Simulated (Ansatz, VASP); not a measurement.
Ru in VASP and in Ansatz

```
Ru
1.0
     0.00000    1.90514    1.90514
     1.90514    0.00000    1.90514
     1.90514    1.90514    0.00000
Ru
1
Cartesian
  0.0000 0.0000 0.0000
```

Alike in both runs: functional PBE; k mesh 18 × 18 × 18; occupations gaussian, width 0.1 eV; no spin polarisation.

Ansatz relaxed the structure, and its values are those at the end. VASP's run is a single point on that final structure, the one shown.

|  | VASP | Ansatz |
| --- | --- | --- |
| version | VASP 6.6.1 | Ansatz 0.2.0 |
| potentials or method | VASP PAW PBE potentials, release 64 (Ru_pv), cutoff 520 eV | scalar-relativistic, plane waves, PAW |
| valence electrons in the cell | 14 | 16 |

|  | VASP | Ansatz | Ansatz less VASP |
| --- | --- | --- | --- |
| gap on the k mesh at the Fermi level (eV) | none | none | - |
| pressure (GPa) | -0.1 | 0.0 | +0.09 |

A gap of «none» marks a metal or a gap that the smearing closes. VASP's potentials hold 14 valence electrons a cell and Ansatz's 16, so a difference there can come from the potentials and not from the codes.
